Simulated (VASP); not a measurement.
A run of VASP 6.6.1 is set up as follows.

Contents of POSCAR:

```
SnO2
1.0
   -3.1625678962      3.2810303484      3.2810303484
    3.1625678962     -3.2810303484      3.2810303484
    3.1625678962      3.2810303484     -3.2810303484
Sn O
4 8
Direct
    1.0000000000      0.2500000000      0.7500000000
    0.0000000000      0.7500000000      0.2500000000
    0.5000000000      0.5000000000      0.5000000000
    0.5000000000      0.0000000000      0.0000000000
    0.1948822052      0.1948822052      0.5000000000
    0.6948822052      0.7500000000      0.9448822052
    0.1948822052      0.6948822052      1.0000000000
    0.3051177948      0.7500000000      0.5551177948
    0.6948822052      0.2500000000      0.4448822052
    0.3051177948      0.2500000000      0.0551177948
    0.8051177948      0.3051177948      0.0000000000
    0.8051177948      0.8051177948      0.5000000000
```

INCAR.step1

```
SYSTEM = SnO2
ALGO = Normal
EDIFF = 1E-4
ENCUT = 520
GGA = PE
ISMEAR = 0
LASPH = .TRUE.
LCHARG = .FALSE.
LREAL = .FALSE.
LWAVE = .TRUE.
NBANDS = 64
NELM = 60
PREC = Accurate
SIGMA = 0.02
```

The input INCAR.step2:

```
SYSTEM = SnO2
ALGO = Normal
EDIFF = 1E-7
ENCUT = 520
ISIF = 2
ISMEAR = 0
ISTART = 1
LASPH = .TRUE.
LCHARG = .TRUE.
LELF = .TRUE.
LMIXTAU = .TRUE.
LREAL = .FALSE.
LVHAR = .TRUE.
LWAVE = .FALSE.
METAGGA = R2SCAN
NBANDS = 64
NELM = 60
PREC = Accurate
SIGMA = 0.02
```

Contents of KPOINTS:

```
k-points
0
G
  6 6 6
  0 0 0
```

Potentials or basis: VASP PAW PBE potentials, release 64 (Sn_d, O).

Launch:

```console
$ cat potpaw_PBE.64/Sn_d/POTCAR potpaw_PBE.64/O/POTCAR > POTCAR
$ cp INCAR.step1 INCAR
$ mpirun -np 1 vasp_std > vasp.out
$ cp INCAR.step2 INCAR
$ mpirun -np 1 vasp_std > vasp.out
```

**Question.** Estimate the pressure.

**Answer.** 16.5 GPa.

**Question.** Estimate the largest force.

**Answer.** 0.020 eV/Å.

Stress tensor (GPa, compression positive):
```
16.78  0.00  0.00
 0.00 16.31  0.00
 0.00  0.00 16.31
```

Caveat: the cell stands under pressure; the PAW data sets were made with another functional, which shifts forces and pressure a little.
